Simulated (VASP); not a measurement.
Write the native input for VASP 6.6.1 that does the following.

```
Task                   : relaxation of cell and atoms
Functional             : PBE
Potentials or basis    : VASP PAW PBE potentials, release 64 (Mo_sv)
Cutoff                 : 600 eV
k mesh                 : 6 × 6 × 6
Occupations            : gaussian, width 0.1 eV
Spin                   : no spin polarisation
Dipole correction      : no
Further INCAR settings : ALGO = Normal; EDIFF = 1e-06; IBRION = 2; EDIFFG = -0.04; NSW = 90; ISIF = 3
```

The structure of Mo lies in POSCAR:

```
Mo
1.0
    2.6217679242      0.0000000000      0.0000000000
    0.0000000000      2.6217679242      0.0000000000
    0.0000000000      0.0000000000      2.6862521763
Mo
1
Direct
    0.0000000000      0.0000000000      0.0000000000
```

One way to write it, as run:

INCAR

```
SYSTEM = Mo
  ALGO = Normal
  EDIFF = 1E-6
  EDIFFG = -0.04
  ENCUT = 600
  GGA = PE
  IBRION = 2
  ISIF = 3
  ISMEAR = 0
  LASPH = .TRUE.
  LCHARG = .FALSE.
  LREAL = .FALSE.
  LWAVE = .FALSE.
  NELM = 80
  NSW = 90
  PREC = Accurate
  SIGMA = 0.1
```

KPOINTS

```
k-points
0
G
  6 6 6
  0 0 0
```

Potentials or basis: VASP PAW PBE potentials, release 64 (Mo_sv).

Command:

```sh
$ cat potpaw_PBE.64/Mo_sv/POTCAR > POTCAR
$ mpirun -np 1 vasp_std > vasp.out
```

It gave:

| Property | Result |
| --- | --- |
| Relaxed volume | 17.55 Å³/atom |
| Relaxed cell | a = 2.599 Å, b = 2.599 Å, c = 2.599 Å, α = 90.00°, β = 90.00°, γ = 90.00° |
| Space group after relaxing (to 0.05 Å) | Pm-3m (No. 221) |
| Energy gained by relaxing | 33.7 meV/atom |
| Ionic steps | 9 |
| Pressure after relaxing | 0.0 GPa |
| Band gap on the k mesh | zero (band 7 reaches 12.01 eV, above the bottom of band 8 at 9.91 eV) |

Caveat: the k points lie up to 0.40 Å⁻¹ apart in the final cell.

Run time: 30 s on 1 thread of Intel Xeon 6975P-C (shared host), peak memory 0.15 GiB.
